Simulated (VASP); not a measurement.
Ag: single point with PBE

The system is Ag.

```xyz
1
Lattice="0.0000 2.0632 2.0427 2.0632 0.0000 2.0427 2.0632 2.0632 0.0000" Properties=species:S:1:pos:R:3 pbc="T T T"
Ag    0.0000    0.0000    0.0000
```

```
Program                : VASP 6.6.1
Task                   : single point
Functional             : PBE
Potentials or basis    : VASP PAW PBE potentials, release 64 (Ag)
Cutoff                 : 520 eV
k mesh                 : 15 × 15 × 15
Occupations            : fermi-dirac, width 0.1 eV
Spin                   : no spin polarisation
Dipole correction      : no
Further INCAR settings : ALGO = Normal; EDIFF = 1e-06; NBANDS = 12
```

The pressure is 2.3 GPa.

Stress tensor (GPa, compression positive):
```
2.27 0.00 0.00
0.00 2.27 0.00
0.00 0.00 2.46
```

Levels at points of the mesh, in eV from the Fermi level:
```tsv
k point	band 3	band 4	band 5	band 6	band 7	band 8	band 9	band 10
(0.00, 0.00, 0.00)	-4.87	-4.81	-3.88	-3.82	15.87	19.29	19.29	19.41
```

It took 34 s on 1 thread of Intel(R) Xeon(R) 6975P-C (Granite Rapids) (shared host), peak memory 0.18 GiB.
